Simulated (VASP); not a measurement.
Crystal: C.

```
C
1.0
     2.55529    0.00000    0.00000
    -1.27764    2.21295    0.00000
     0.00000    0.00000    8.34550
C
8
Direct
  0.66667 0.33333 0.84375
  0.33333 0.66667 0.34375
  0.66667 0.33333 0.65625
  0.33333 0.66667 0.15625
  0.00000 0.00000 0.90625
  0.00000 0.00000 0.40625
  0.00000 0.00000 0.59375
  0.00000 0.00000 0.09375
```

Program: VASP 6.6.1. Alike in all runs: task single point; no spin polarisation; cell as given; k mesh 12 × 12 × 4; cutoff (eV) 520; smearing fermi-dirac 0.05 eV.

Order these runs on this cell by their pressure, lowest first.
A. level revPBE+D3(BJ); potentials or basis VASP PAW PBE potentials, release 64 (C)
B. level RPBE+D3(BJ); potentials or basis VASP PAW PBE potentials, release 64 (C)
C. level PBE; potentials or basis VASP PAW PBE potentials, release 64 (C)
D. level LDA; potentials or basis VASP PAW LDA potentials, release 64 (C)
E. level PBE exchange alone; potentials or basis VASP PAW PBE potentials, release 64 (C)

D (-26.6 GPa), B (-24.8 GPa), A (-19.2 GPa), C (-13.3 GPa), E (15.4 GPa).

Caveats: the cell stands under tension (at least some runs); the PAW data sets were made with another functional, which shifts forces and pressure a little (at least some runs); the cell stands under pressure (at least some runs).
